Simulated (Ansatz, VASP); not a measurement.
**One calculation of W, two programs**

```
W
1.0
     0.00000    2.05030    2.03000
     2.05030    0.00000    2.03000
     2.05030    2.05030    0.00000
W
1
Direct
  0.00000 0.00000 0.00000
```

Change from the starting cell: equal xx and yy strain of +1 %.

Alike in both runs: task single point; functional PBEsol; k mesh 14 × 14 × 14; occupations fermi-dirac, width 0.05 eV; no spin polarisation.

```csv
,VASP,Ansatz
version,VASP 6.6.1,Ansatz 0.2.0
potentials or method,"VASP PAW PBE potentials, release 64 (W_sv), cutoff 500 eV","all-electron LAPW, scalar-relativistic"
```

Ansatz gave:

| Property | Result |
| --- | --- |
| pressure (GPa) | -17.3 |
| traceless stress, the component that is largest in VASP (GPa) | -2.05 |

**Question.** Estimate VASP's values.

**Answer.** Pressure (GPa): -17.0; traceless stress, the component that is largest in VASP (GPa): -2.06.

VASP's potentials were made for PBE, not for PBEsol. Ansatz ran all-electron here, and VASP with PAW potentials.

Spin-orbit coupling is off throughout.
